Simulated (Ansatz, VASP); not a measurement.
**Y2GeRh3 in VASP and in Ansatz**

```
Y Ge Rh
1.0
     2.78859    1.60999    3.93949
    -2.78859    1.60999    3.93949
     0.00000   -3.21998    3.93949
Y Ge Rh
2 1 3
Direct
  0.62934 0.62934 0.62934
  0.37066 0.37066 0.37066
  0.00000 0.00000 0.00000
  0.00000 0.00000 0.50000
  0.00000 0.50000 0.00000
  0.50000 0.00000 0.00000
```

Alike in both runs: task single point; functional LDA; k mesh 3 × 3 × 3; occupations gaussian, width 0.1 eV; no spin polarisation.

|  | VASP | Ansatz |
| --- | --- | --- |
| version | VASP 6.6.1 | Ansatz 0.2.0 |
| potentials or method | VASP PAW LDA potentials, release 64 (Y_sv, Ge_d, Rh_pv) | plane waves, PAW |
| plane-wave cutoff (eV) | 520 | 420 |
| valence electrons in the cell | 81 | 87 |

```csv
,VASP,Ansatz,Ansatz less VASP
pressure (GPa),-7.4,-7.7,-0.30
"traceless stress, the component that is largest in VASP (GPa)",1.10,1.07,-0.031
```

LDA's correlation is that of Perdew and Zunger in VASP and of Perdew and Wang (1992) in Ansatz. VASP's potentials hold 81 valence electrons a cell and Ansatz's 87, so a difference there can come from the potentials and not from the codes.

The k mesh is coarse, so the values compare programs but aren't converged.
